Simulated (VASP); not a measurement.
A run of VASP 6.6.1 is set up as follows.

File INCAR:

```
PREC = Accurate
ENCUT = 520
EDIFF = 1E-6
ISMEAR = -1
SIGMA = 0.08
LREAL = False
LASPH = True
NELM = 100
ALGO = Normal
ISIF = 2
LWAVE = False
LCHARG = False
NBANDS = 18
```

KPOINTS

```
regular mesh
0
Gamma
  9 9 9
```

POSCAR

```
YAu
1.0
    3.5590000000      0.0000000000      0.0000000000
    0.0000000000      3.5590000000      0.0000000000
    0.0000000000      0.0000000000      3.5590000000
Y Au
1 1
Direct
    0.5000000000      0.5000000000      0.5000000000
    0.0000000000      0.0000000000      0.0000000000
```

Potentials or basis: VASP PAW LDA potentials, release 64 (Y_sv, Au).

Run with:

```bash
$ cat potpaw_LDA.64/Y_sv/POTCAR potpaw_LDA.64/Au/POTCAR > POTCAR
$ mpirun -np 1 vasp_std > vasp.out
```

(1) Estimate the band gap on the k mesh.

(2) What does it give for the pressure?

Results:

(1) zero (bands 11 and 12 overlap by 2.44 eV).

(2) -3.5 GPa.

Caveat: the cell stands under tension; spin-orbit coupling is left out, which moves the levels of the heavy elements.
